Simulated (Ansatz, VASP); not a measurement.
## MnAuC4N4 in VASP and in Ansatz

```
CELL_PARAMETERS angstrom
6.00811 0.00000 0.00000
0.00000 6.00811 0.00000
0.00000 0.00000 6.00811
ATOMIC_POSITIONS crystal
Mn 0.50000 0.50000 0.50000
C 0.19922 0.19922 0.19922
C 0.19922 0.80078 0.80078
C 0.80078 0.19922 0.80078
C 0.80078 0.80078 0.19922
Au 0.00000 0.00000 0.00000
N 0.31222 0.31222 0.31222
N 0.31222 0.68778 0.68778
N 0.68778 0.31222 0.68778
N 0.68778 0.68778 0.31222
```

Alike in both runs: functional PBE; k mesh 4 × 4 × 4; occupations gaussian, width 0.1 eV; collinear spin.

Ansatz relaxed the structure, and its values are those at the end. VASP's run is a single point on that final structure, the one shown.

|  | VASP | Ansatz |
| --- | --- | --- |
| version | VASP 6.6.1 | Ansatz 0.2.0 |
| potentials or method | VASP PAW PBE potentials, release 64 (Mn_pv, C, Au, N), cutoff 520 eV | scalar-relativistic, plane waves, PAW |
| valence electrons in the cell | 60 | 70 |

```tsv
	VASP	Ansatz	Ansatz less VASP
gap on the k mesh at the Fermi level (eV)	none	none	-
pressure (GPa)	0.6	0.2	-0.34
rms of the force components (eV/Å)	0.153	0.017	-0.1362
net moment per atom (μB)	0.40	0.40	0.000
size of the moment on the site where the two differ most (μB)	3.86	3.38	-0.482
```

Site moments also hang on the region over which each program counts them. A gap of «none» marks a metal or a gap that the smearing closes. VASP's potentials hold 60 valence electrons a cell and Ansatz's 70, so a difference there can come from the potentials and not from the codes.

Spin-orbit coupling is off throughout. Noted on VASP's run: the standard files for N, O and F lose accuracy on very short bonds.
